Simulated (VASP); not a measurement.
# GaAs (I-4m2) in VASP: notebook

The runs below take GaAs through single point, with PBEsol.

All numbers are computed with VASP 6.6.1; they aren't measurements. Logs are shortened: lines on timing, memory, paths and dates and some standing lists are left out, and cuts for length are marked.

## Step 1: The cell of the first run

It takes space group I-4m2 (No. 119, tetragonal). The conventional cell has a = 3.981 Å, b = 3.981 Å, c = 5.683 Å, α = 90.00°, β = 90.00°, γ = 90.00°. Within 3.2 Å of Ga (site symmetry -4m2) lie 4 As at 2.45 Å. Within 3.2 Å of As (site symmetry -4m2) lie 4 Ga at 2.45 Å.

## Step 2: Single point, PBEsol, non-collinear spin, zero start, spin-orbit coupling (film at in-plane strain -0.005)

INCAR reads:

```
SYSTEM = GaAs
PREC = Accurate
ENCUT = 520
EDIFF = 1E-6
ISMEAR = -1
SIGMA = 0.01
LREAL = .FALSE.
LASPH = .TRUE.
NELM = 150
ALGO = Normal
ISIF = 2
LWAVE = .FALSE.
LCHARG = .TRUE.
LNONCOLLINEAR = .TRUE.
MAGMOM = 0 0 0 0 0 0
LORBIT = 11
LSORBIT = .TRUE.
GGA_COMPAT = .FALSE.
LORBMOM = .TRUE.
GGA = PS
LVHAR = .TRUE.
NBANDS = 30
```

KPOINTS reads:

```
regular mesh
0
G
  8 8 8
  0 0 0
```

POSCAR reads:

```
GaAs
1.0
    2.8150015520      2.8150015520      0.0000000000
   -2.8150015520      2.8150015520      0.0000000000
    0.0000000000      2.8150015520      2.8414272916
Ga As
1 1
Direct
    0.0000000000      0.0000000000      0.0000000000
    0.7500000000      0.2500000000      0.5000000000
```

Potentials or basis: VASP PAW PBE potentials, release 64 (Ga_d, As).

On the command line:

```sh
> cat potpaw_PBE.64/Ga_d/POTCAR potpaw_PBE.64/As/POTCAR > POTCAR
> mpirun -np 1 vasp_ncl > vasp.out
```

OUTCAR:

```text
SYSTEM = GaAs
   PREC = Accurate
   ENCUT = 520
   EDIFF = 1E-6
   ISMEAR = -1
   LREAL = .FALSE.
   LASPH = .TRUE.
   NELM = 150
   ISIF = 2
   LNONCOLLINEAR = .TRUE.
   LORBIT = 11
   LSORBIT = .TRUE.
   GGA = PS

 ion  position               nearest neighbor table
   1  0.000  0.000  0.000-   2 2.45   2 2.45   2 2.45   2 2.45
   2  0.750  0.250  0.500-   1 2.45   1 2.45   1 2.45   1 2.45

  LATTYP: Found a body centered tetragonal cell.
 ALAT       =     3.9810133729
 C/A-ratio  =     1.4274894482

  Lattice vectors:

 A1 = (   2.8150015520,   0.0000000000,  -2.8414272916)
 A2 = (  -2.8150015520,   0.0000000000,  -2.8414272916)
 A3 = (   0.0000000000,   2.8150015520,   2.8414272916)

Analysis of symmetry for initial positions (statically):
=====================================================================
 Subroutine PRICEL returns:
 Original cell was already a primitive cell.

 Routine SETGRP: Setting up the symmetry group for a
 body centered tetragonal supercell.

 Subroutine GETGRP returns: Found  8 space group operations
 (whereof  8 operations were pure point group operations)
 out of a pool of 16 trial point group operations.

The static configuration has the point symmetry D_2d.

Analysis of symmetry for dynamics (positions and initial velocities):
=====================================================================
 Subroutine PRICEL returns:
 Original cell was already a primitive cell.

 Routine SETGRP: Setting up the symmetry group for a
 body centered tetragonal supercell.

 Subroutine GETGRP returns: Found  8 space group operations
 (whereof  8 operations were pure point group operations)
 out of a pool of 16 trial point group operations.

The dynamic configuration has the point symmetry D_2d.

Analysis of structural, dynamic, and magnetic symmetry:
=====================================================================
 Subroutine PRICEL returns:
 Original cell was already a primitive cell.

 Routine SETGRP: Setting up the symmetry group for a
 body centered tetragonal supercell.

 Subroutine GETGRP returns: Found  8 space group operations
 (whereof  8 operations were pure point group operations)
 out of a pool of 16 trial point group operations.

The overall configuration has the point symmetry D_2d.

 Subroutine INISYM returns: Found  8 space group operations
 (whereof  8 operations are pure point group operations),
 and found     1 'primitive' translations

----------------------------------------------------------------------------------------

                                     Primitive cell

  volume of cell :      45.0323

  direct lattice vectors                    reciprocal lattice vectors
     2.815001552  2.815001552  0.000000000     0.177619796  0.177619796 -0.175967902
    -2.815001552  2.815001552  0.000000000    -0.177619796  0.177619796 -0.175967902
     0.000000000  2.815001552  2.841427292     0.000000000  0.000000000  0.351935805

  length of vectors
     3.981013373  3.981013373  3.999742841     0.306695755  0.306695755  0.351935805

  position of ions in fractional coordinates (direct lattice)
     0.000000000  0.000000000  0.000000000
     0.750000000  0.250000000  0.500000000

  ion indices of the primitive-cell ions
   primitive index   ion index
                 1           1
                 2           2

----------------------------------------------------------------------------------------

 KPOINTS: regular mesh

Automatic generation of k-mesh.
 Grid dimensions read from file:
 generate k-points for:    8    8    8

 Generating k-lattice:

  Cartesian coordinates                     Fractional coordinates (reciprocal lattice)
     0.022202474  0.022202474 -0.021995988     0.125000000  0.000000000  0.000000000
    -0.022202474  0.022202474 -0.021995988     0.000000000  0.125000000  0.000000000
[... 98 lines left out ...]

 number of electron      17.9999998 magnetization      -0.0000000      0.0000000      0.0000000

 number of electron      17.9999998 magnetization      -0.0000000     -0.0000000     -0.0000000

 Free energy of the ion-electron system (eV)
  ---------------------------------------------------
  ext. energy  EPLUGINS =         0.00000000
  ---------------------------------------------------
  free energy    TOTEN  =        -9.10422869 eV

  energy without entropy =       -9.10422869  energy(sigma->0) =       -9.10422869

 E-fermi :   4.1373     XC(G=0):  -9.7868

 val. band max:        3.9638707618   @ k =   0.0000   0.0000   0.0000
 cond. band min:       4.3163082725   @ k =   0.0000   0.0000   0.0000
 fundamental gap:      0.3524375107
 Fermi energy:         4.1372768690

 k-point     1 :       0.0000    0.0000    0.0000
  band No.  band energies     occupation
      1     -11.1907      1.00000
      2     -11.1907      1.00000
      3     -11.1893      1.00000
      4     -11.1893      1.00000
      5     -10.7666      1.00000
      6     -10.7666      1.00000
[... 781 lines left out ...]
     29      15.8193      0.00000
     30      15.8272      0.00000

 [... further k-points ...]

------------------------ aborting loop because EDIFF is reached ----------------------------------------

  FORCE on cell =-STRESS in cart. coord.  units (eV):
  Direction    XX          YY          ZZ          XY          YZ          ZX
  --------------------------------------------------------------------------------------
  -------------------------------------------------------------------------------------
  Total        0.2110141      0.2110141      0.0486178      0.0000000      0.0000000     -0.0000000
  in kB        7.5075488      7.5075488      1.7297445      0.0000000      0.0000000     -0.0000000
  external PRESSURE =       5.5816140 kB  Pullay stress =       0.0000000 kB

 VOLUME and BASIS-vectors are now :
 -----------------------------------------------------------------------------
  energy-cutoff  :      520.00
  volume of cell :       45.03
      direct lattice vectors                 reciprocal lattice vectors
     2.815001552  2.815001552  0.000000000     0.177619796  0.177619796 -0.175967902
    -2.815001552  2.815001552  0.000000000    -0.177619796  0.177619796 -0.175967902
     0.000000000  2.815001552  2.841427292     0.000000000  0.000000000  0.351935805

 POSITION                                       TOTAL-FORCE (eV/Angst)
 -----------------------------------------------------------------------------------
      0.00000      0.00000      0.00000        -0.000000     -0.000000      0.000000
      1.40750      4.22250      1.42071         0.000000      0.000000      0.000000
 -----------------------------------------------------------------------------------
    total drift:                                0.000001      0.000000     -0.000000

  FREE ENERGIE OF THE ION-ELECTRON SYSTEM (eV)
  ---------------------------------------------------
  free  energy   TOTEN  =        -9.1042286929 eV

  energy  without entropy=       -9.1042286929  energy(sigma->0) =       -9.10422869

 orbital moment (x)

 # of ion     p       d       tot
 ----------------------------------------
  1         0.000  -0.000   0.000
  2        -0.000   0.000  -0.000
 ----------------------------------------
            0.000  -0.000  -0.000

 orbital moment (y)

 # of ion     p       d       tot
 ----------------------------------------
  1         0.000   0.000   0.000
  2         0.000   0.000   0.000
 ----------------------------------------
            0.000   0.000   0.000

 orbital moment (z)

 # of ion     p       d       tot
 ----------------------------------------
  1         0.000  -0.000  -0.000
  2         0.000  -0.000   0.000
 ----------------------------------------
            0.000  -0.000   0.000

 Spin-Orbit-Coupling matrix elements

 Ion:    1  E_soc:     -0.0120393
 l=   1
     0.0000000    -0.0011683    -0.0011696
    -0.0011683     0.0000000    -0.0011683
    -0.0011696    -0.0011683     0.0000000
 l=   2
     0.0000000    -0.0001668     0.0000000    -0.0001668    -0.0006712
    -0.0001668     0.0000000    -0.0005033    -0.0001668    -0.0001677
     0.0000000    -0.0005033     0.0000000    -0.0005033     0.0000000
    -0.0001668    -0.0001668    -0.0005033     0.0000000    -0.0001677
    -0.0006712    -0.0001677     0.0000000    -0.0001677     0.0000000
 l=   3
     0.0000000     0.0000000     0.0000000     0.0000000     0.0000000     0.0000000     0.0000000
     0.0000000     0.0000000     0.0000000     0.0000000     0.0000000     0.0000000     0.0000000
     0.0000000     0.0000000     0.0000000     0.0000000     0.0000000     0.0000000     0.0000000
     0.0000000     0.0000000     0.0000000     0.0000000     0.0000000     0.0000000     0.0000000
     0.0000000     0.0000000     0.0000000     0.0000000     0.0000000     0.0000000     0.0000000
     0.0000000     0.0000000     0.0000000     0.0000000     0.0000000     0.0000000     0.0000000
     0.0000000     0.0000000     0.0000000     0.0000000     0.0000000     0.0000000     0.0000000

 Ion:    2  E_soc:     -0.0240099
 l=   1
     0.0000000    -0.0039894    -0.0040035
    -0.0039894     0.0000000    -0.0039894
    -0.0040035    -0.0039894     0.0000000
 l=   2
     0.0000000    -0.0000036     0.0000000    -0.0000036    -0.0000040
    -0.0000036     0.0000000    -0.0000029    -0.0000037    -0.0000010
     0.0000000    -0.0000029     0.0000000    -0.0000029     0.0000000
    -0.0000036    -0.0000037    -0.0000029     0.0000000    -0.0000010
    -0.0000040    -0.0000010     0.0000000    -0.0000010     0.0000000
 l=   3
     0.0000000     0.0000000     0.0000000     0.0000000     0.0000000     0.0000000     0.0000000
     0.0000000     0.0000000     0.0000000     0.0000000     0.0000000     0.0000000     0.0000000
     0.0000000     0.0000000     0.0000000     0.0000000     0.0000000     0.0000000     0.0000000
     0.0000000     0.0000000     0.0000000     0.0000000     0.0000000     0.0000000     0.0000000
     0.0000000     0.0000000     0.0000000     0.0000000     0.0000000     0.0000000     0.0000000
     0.0000000     0.0000000     0.0000000     0.0000000     0.0000000     0.0000000     0.0000000
     0.0000000     0.0000000     0.0000000     0.0000000     0.0000000     0.0000000     0.0000000

 total charge

# of ion       s       p       d       tot
------------------------------------------
    1        0.883   0.807   9.995  11.684
    2        1.211   1.594   0.032   2.836
--------------------------------------------------
tot          2.094   2.400  10.026  14.521

 magnetization (x)

# of ion       s       p       d       tot
------------------------------------------
    1       -0.000   0.000   0.000  -0.000
    2        0.000  -0.000   0.000  -0.000
--------------------------------------------------
tot         -0.000  -0.000   0.000  -0.000

 magnetization (y)

# of ion       s       p       d       tot
------------------------------------------
    1        0.000   0.000   0.000   0.000
    2       -0.000   0.000   0.000  -0.000
--------------------------------------------------
tot         -0.000   0.000   0.000  -0.000

 magnetization (z)

# of ion       s       p       d       tot
------------------------------------------
    1        0.000   0.000  -0.000   0.000
    2        0.000   0.000  -0.000  -0.000
--------------------------------------------------
tot          0.000   0.000  -0.000   0.000
```

Run time: 1.8 min. Hardware: 1 thread of Intel Xeon 6975P-C (Granite Rapids), shared host; peak memory 0.39 GiB.

Results:

```
Free energy                                           : -9.1042 eV
Pressure                                              : 0.6 GPa
Net moment                                            : 0.00 μB per cell
Valence electrons inside the program's atomic spheres : Ga 11.68; As 2.84
```

Moments on the atoms (μB; x, y, z):
```
Ga  0.00 0.00 0.00
As  0.00 0.00 0.00
```

Caveat: the cell differs from its parent crystal (film at in-plane strain -0.005); the PAW data sets were made with another functional, which shifts forces and pressure a little.

## Step 3: Single point, PBEsol, non-collinear spin, zero start, spin-orbit coupling (film at in-plane strain +0.005)

INCAR reads:

```
SYSTEM = GaAs
  PREC = Accurate
  ENCUT = 520
  EDIFF = 1E-7
  ISMEAR = -1
  SIGMA = 0.01
  LREAL = .False.
  LASPH = .True.
  NELM = 150
  ALGO = Normal
  ISIF = 2
  LWAVE = .False.
  LCHARG = .True.
  MAGMOM = 0 0 0 0 0 0
  LORBIT = 11
  LSORBIT = .True.
  GGA_COMPAT = .False.
  LORBMOM = .True.
  GGA = PS
  LVHAR = .True.
  NBANDS = 30
```

KPOINTS reads:

```
regular mesh
0
Gamma
  8 8 8
  0 0 0
```

POSCAR reads:

```
GaAs
1.0
    2.8432930248      2.8432930248      0.0000000000
   -2.8432930248      2.8432930248      0.0000000000
    0.0000000000      2.8432930248      2.8172537258
Ga As
1 1
Direct
    0.0000000000      0.0000000000      0.0000000000
    0.7500000000      0.2500000000      0.5000000000
```

Potentials or basis: VASP PAW PBE potentials, release 64 (Ga_d, As).

On the command line:

```sh
> cat potpaw_PBE.64/Ga_d/POTCAR potpaw_PBE.64/As/POTCAR > POTCAR
> mpirun -np 1 vasp_ncl > vasp.out
```

Run time: 1.8 min. Hardware: 1 thread of Intel Xeon 6975P-C (Granite Rapids), shared host; peak memory 0.39 GiB.

Results (log left out):

```
Free energy                                           : -9.1048 eV
Pressure                                              : -0.3 GPa
Net moment                                            : 0.00 μB per cell
Valence electrons inside the program's atomic spheres : Ga 11.67; As 2.83
```

Stress tensor (GPa, compression positive):
```
-0.43  0.00  0.00
 0.00 -0.43  0.00
 0.00  0.00  0.11
```

Moments on the atoms (μB; x, y, z):
```
Ga  0.00 0.00 0.00
As  0.00 0.00 0.00
```

Caveat: the cell differs from its parent crystal (film at in-plane strain +0.005); the PAW data sets were made with another functional, which shifts forces and pressure a little.

## Step 4: Single point, PBEsol, non-collinear spin, zero start, spin-orbit coupling (film at in-plane strain +0.01)

INCAR reads:

```
ALGO = Normal
EDIFF = 1E-6
ENCUT = 520
GGA = PS
GGA_COMPAT = F
ISIF = 2
ISMEAR = -1
LASPH = T
LCHARG = T
LORBIT = 11
LORBMOM = T
LREAL = F
LSORBIT = T
LVHAR = T
LWAVE = F
MAGMOM = 0 0 0 0 0 0
NBANDS = 30
NELM = 150
PREC = Accurate
SIGMA = 0.01
```

KPOINTS reads:

```
k-points
0
Gamma
  8 8 8
```

POSCAR reads:

```
GaAs
1.0
    2.8574387613      2.8574387613      0.0000000000
   -2.8574387613      2.8574387613      0.0000000000
    0.0000000000      2.8574387613      2.8050790091
Ga As
1 1
Direct
    0.0000000000      0.0000000000      0.0000000000
    0.7500000000      0.2500000000      0.5000000000
```

On the command line:

```sh
> cat potpaw_PBE.64/Ga_d/POTCAR potpaw_PBE.64/As/POTCAR > POTCAR
> mpirun -np 1 vasp_ncl > vasp.out
```

Run time: 1.8 min. Hardware: 1 thread of Intel Xeon 6975P-C (Granite Rapids), shared host; peak memory 0.39 GiB.

It converged, with:

```yaml
Free_energy: -9.1027 eV
Pressure: -0.6 GPa
Net_moment: 0.00 μB per cell
Valence_electrons_inside_the_program's_atomic_spheres: Ga 11.66; As 2.82
```

Stress tensor (GPa, compression positive):
```
-1.00  0.00  0.00
 0.00 -1.00  0.00
 0.00  0.00  0.08
```

Moments on the atoms (μB; x, y, z):
```
Ga  0.00 0.00 0.00
As  0.00 0.00 0.00
```

Caveat: the cell differs from its parent crystal (film at in-plane strain +0.01); the PAW data sets were made with another functional, which shifts forces and pressure a little.

## Step 5: Overview

| cell | pressure (GPa) | moment (μB) |
| --- | --- | --- |
| a = 3.981, b = 3.981, c = 4.000 Å, angles 60.2, 60.2, 90.0°, 2 atoms | 0.6 | 0.00 |
| a = 4.021, b = 4.021, c = 4.003 Å, angles 59.8, 59.8, 90.0°, 2 atoms | -0.3 | 0.00 |
| a = 4.041, b = 4.041, c = 4.004 Å, angles 59.7, 59.7, 90.0°, 2 atoms | -0.6 | 0.00 |

Alike in all rows: task single point; level PBEsol; potentials or basis VASP PAW PBE potentials, release 64 (Ga_d, As); spin non-collinear, zero start, SOC; k mesh 8 × 8 × 8; cutoff (eV) 520; smearing fermi-dirac 0.01 eV.

Caveats: the PAW data sets were made with another functional, which shifts forces and pressure a little.

Absolute energies hang on the potentials; compare differences alone.
